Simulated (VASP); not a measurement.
Write the native input for VASP 6.6.1 that does the following.

* Task: single point
* Functional: PBE
* Potentials or basis: VASP PAW PBE potentials, release 64 (C)
* Cutoff: 520 eV
* k mesh: 23 × 23 × 23
* Occupations: fermi-dirac, width 0.1 eV
* Spin: no spin polarisation
* Dipole correction: no
* Further INCAR settings: ALGO = Normal; EDIFF = 1e-06; NBANDS = 8

The structure of C lies in POSCAR:

```
C
1.0
    0.0000000000      1.4835041688      1.4835041688
    1.4835041688      0.0000000000      1.4835041688
    1.4835041688      1.4835041688      0.0000000000
C
1
Direct
    0.0000000000      0.0000000000      0.0000000000
```

These files were run (other wordings do the same):

INCAR

```
SYSTEM = C
ALGO     = Normal         ! electronic algorithm
EDIFF    = 1E-6           ! SCF threshold, eV
ENCUT    = 520            ! plane-wave cutoff, eV
GGA      = PE             ! functional
ISIF     = 2              ! what is computed and relaxed
ISMEAR   = -1             ! smearing method
LASPH    = .TRUE.         ! aspherical terms in the spheres
LCHARG   = .TRUE.         ! write CHGCAR
LELF     = .TRUE.         ! ELF
LREAL    = .FALSE.        ! projectors in reciprocal space
LVHAR    = .TRUE.       
LWAVE    = .FALSE.        ! write WAVECAR
NBANDS   = 8              ! bands
NELM     = 80             ! most SCF steps
PREC     = Accurate       ! precision mode
SIGMA    = 0.1            ! smearing width, eV
```

KPOINTS

```
k-points
0
G
  23 23 23
  0 0 0
```

Potentials or basis: VASP PAW PBE potentials, release 64 (C).

Command:

```sh
$ cat potpaw_PBE.64/C/POTCAR > POTCAR
$ mpirun -np 1 vasp_std > vasp.out
```

Results of the run:

```json
{"Pressure": "21.2 GPa", "Band gap on the k mesh": "zero (band 2 reaches 18.08 eV, above the bottom of band 3 at 5.73 eV)"}
```

Wall time 4.9 s on 1 thread of Intel(R) Xeon(R) Platinum 8488C (Sapphire Rapids) (shared host), peak memory 0.12 GiB.
